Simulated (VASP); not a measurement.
Write the native input for VASP 6.6.1 that does the following.

```yaml
Task: single point
Functional: PBE
Potentials_or_basis: VASP PAW PBE potentials, release 64 (Al, Cu)
Cutoff: 520 eV
k_mesh: 10 × 10 × 14
Occupations: gaussian, width 0.15 eV
Spin: no spin polarisation
Dipole_correction: no
Further_INCAR_settings: ALGO = Fast; EDIFF = 1e-06; NBANDS = 16
```

The structure of Al2Cu lies in POSCAR:

```
Al2Cu
1.0
    4.1211626268      0.0000000000      0.0000000000
    0.0000000000      4.1211626268      0.0000000000
    0.0000000000      0.0000000000      2.8847334069
Al Cu
2 1
Direct
    0.5045231003      0.0000000000      0.5000000000
   -0.0592065934      0.5000000000      0.5000000000
    0.0232185310      0.0000000000      0.0000000000
```

This cell differs from its parent crystal: mode 4 frozen in at -0.244 Å and mode 9 at +0.000 Å (largest displacements).

One way to write it, as run:

INCAR

```
SYSTEM = Al2Cu
PREC     = Accurate       ! precision mode
ENCUT    = 520            ! plane-wave cutoff, eV
EDIFF    = 1E-6           ! SCF threshold, eV
ISMEAR   = 0              ! smearing method
SIGMA    = 0.15           ! smearing width, eV
LREAL    = .FALSE.        ! projectors in reciprocal space
LASPH    = .TRUE.         ! aspherical terms in the spheres
NELM     = 80             ! most SCF steps
ALGO     = Fast           ! electronic algorithm
ISIF     = 2              ! what is computed and relaxed
LWAVE    = .FALSE.        ! write WAVECAR
LCHARG   = .FALSE.        ! write CHGCAR
GGA      = PE             ! functional
NBANDS   = 16             ! bands
```

KPOINTS

```
regular mesh
0
G
  10 10 14
  0 0 0
```

Potentials or basis: VASP PAW PBE potentials, release 64 (Al, Cu).

The run is started by

```console
$ cat potpaw_PBE.64/Al/POTCAR potpaw_PBE.64/Cu/POTCAR > POTCAR
$ mpirun -np 1 vasp_std > vasp.out
```

It gave:

```yaml
Pressure: 0.7 GPa
Largest_force: 0.507 eV/Å
```

Caveat: the cell differs from its parent crystal (mode 4 frozen in at -0.244 Å and mode 9 at +0.000 Å (largest displacements)).

Run time: 120 s on 1 thread of Intel(R) Xeon(R) Platinum 8559C (Emerald Rapids) (shared host), peak memory 0.32 GiB.
